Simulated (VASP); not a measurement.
Here is a VASP 6.6.1 calculation.

The input INCAR:

```
ALGO = Normal
EDIFF = 1E-6
ENCUT = 520
GGA = PE
ISIF = 2
ISMEAR = 0
ISPIN = 2
LASPH = True
LCHARG = True
LELF = True
LMAXMIX = 4
LORBIT = 11
LREAL = False
LVHAR = True
LWAVE = False
MAGMOM = 0 0
NBANDS = 19
NELM = 150
PREC = Accurate
SIGMA = 0.05
```

Contents of KPOINTS:

```
k-points
0
Gamma
  7 7 7
```

POSCAR

```
NiO
1.0
    0.0000000000      2.2835484600      2.2835484600
    2.2835484600      0.0000000000      2.2835484600
    2.2835484600      2.2835484600      0.0000000000
Ni O
1 1
Direct
    0.0000000000      0.0000000000      0.0000000000
    0.2500000000      0.2500000000      0.2500000000
```

Potentials or basis: VASP PAW PBE potentials, release 64 (Ni, O).

The run is started by

```bash
$ cat potpaw_PBE.64/Ni/POTCAR potpaw_PBE.64/O/POTCAR > POTCAR
$ mpirun -np 1 vasp_std > vasp.out
```

Question: Estimate the net moment.

Answer: 0.00 μB per cell.

Question: Estimate the band gap on the k mesh.

Answer: Zero (filled and empty bands overlap).

Question: What does it give for the pressure?

Answer: -11.8 GPa.

Caveat: semilocal functionals often make such compounds metallic where correlation or magnetic order opens a gap, which also shifts bond lengths. With open d or f shells a metallic result of PBE can be an artefact of self-interaction; +U or a hybrid may open a gap.
